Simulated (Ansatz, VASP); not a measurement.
## One calculation of Si, two programs

Contents of INCAR:

```
SYSTEM = Si
PREC = Accurate
ENCUT = 600
EDIFF = 1E-6
ISMEAR = 0
SIGMA = 0.1
LREAL = .FALSE.
LASPH = .TRUE.
NELM = 80
ALGO = Normal
ISIF = 3
LWAVE = .FALSE.
LCHARG = .FALSE.
GGA = CA
IBRION = 2
NSW = 100
EDIFFG = -0.005
```

Contents of KPOINTS:

```
Automatic mesh
0
G
  18 18 16
  0 0 0
```

The input POSCAR:

```
Si
1.0
    2.6205428149      0.0000000000      0.0000000000
   -1.3102714075      2.2694566494      0.0000000000
    0.0000000000      0.0000000000      2.4663543900
Si
1
Direct
    0.0000000000      0.0000000000      0.0000000000
```

Input for Ansatz:

```yaml
crystal:
  lattice:
    - [2.6205428149, 0.0, 0.0]
    - [-1.3102714075, 2.2694566494, 0.0]
    - [0.0, 0.0, 2.46635439]
  atoms:
    - { symbol: Si, position: [0.0, 0.0, 0.0] }
basis:
  ecutwfc: 420
kpoints:
  mp_grid: { grid: [18, 18, 16] }
hamiltonian:
  xc: lda
scf:
  occupations: { method: gaussian, width: 0.1 }
output:
  forces: true
  stress: true
  eigenvalues: true
  write_density: true
  write_potential: true
  elf: true
  volumetric_format: npy
relax:
  adjacent_minimum: "off"
  f_tol: 0.005
  max_steps: 80
  cell: { stress_tol: 0.05 }
```

Alike in both runs: task relaxation of cell and atoms; functional LDA; k mesh 18 × 18 × 16; occupations gaussian, width 0.1 eV; no spin polarisation.

|  | VASP | Ansatz |
| --- | --- | --- |
| version | VASP 6.6.1 | Ansatz 0.2.0 |
| potentials or method | VASP PAW LDA potentials, release 64 (Si), cutoff 600 eV | scalar-relativistic, plane waves, PAW |
| valence electrons in the cell | 4 | 4 |

|  | VASP | Ansatz | Ansatz less VASP |
| --- | --- | --- | --- |
| gap on the k mesh at the Fermi level, each at its own relaxed structure (eV) | none | none | - |
| relaxed volume (Å³/atom) | 14.57 | 14.56 | -0.010 |
| relaxed cell length with the largest relative difference (Å) | 2.472 | 2.471 | -0.0008 |

LDA's correlation is that of Perdew and Zunger in VASP and of Perdew and Wang (1992) in Ansatz. A gap of «none» marks a metal or a gap that the smearing closes.
